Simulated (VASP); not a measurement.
Ag: single point with LDA

The system is Ag.

```xyz
2
Lattice="2.9701 0.0000 0.0000 -1.4851 2.5722 0.0000 0.0000 0.0000 4.6614" Properties=species:S:1:pos:R:3 pbc="T T T"
Ag    0.0000    1.7148    1.1653
Ag    1.4851    0.8574    3.4960
```

This cell differs from its parent crystal: ratio of the length along z to the lengths across it x 0.96, volume and fractional coordinates fixed.

```
Program             : VASP 6.6.1
Task                : single point
Functional          : LDA
Potentials or basis : VASP PAW LDA potentials, release 64 (Ag)
Cutoff              : 520 eV
k mesh              : 21 × 21 × 12
Occupations         : gaussian, width 0.15 eV
Spin                : no spin polarisation
```

The pressure is -10.3 GPa and the band gap on the k mesh is zero (band 11 reaches 11.32 eV, above the bottom of band 12 at 4.24 eV).

Stress tensor (GPa, compression positive):
```
-11.32   0.00   0.00
  0.00 -11.32   0.00
  0.00   0.00  -8.29
```

Levels at points of the mesh, in eV from the Fermi level:
| k point | band 7 | band 8 | band 9 | band 10 | band 11 | band 12 | band 13 | band 14 | band 15 | band 16 |
| --- | --- | --- | --- | --- | --- | --- | --- | --- | --- | --- |
| (0.00, 0.00, 0.00) | -4.27 | -4.10 | -4.10 | -3.01 | -3.01 | -0.02 | 3.86 | 15.27 | 17.00 | 17.00 |
| (0.00, 0.00, 0.50) | -4.29 | -4.29 | -3.31 | -3.31 | -3.31 | -3.31 | 11.66 | 11.66 | 15.59 | 15.59 |

Run time: 71 s on 1 thread of Intel(R) Xeon(R) Platinum 8559C (Emerald Rapids) (shared host), peak memory 0.27 GiB.
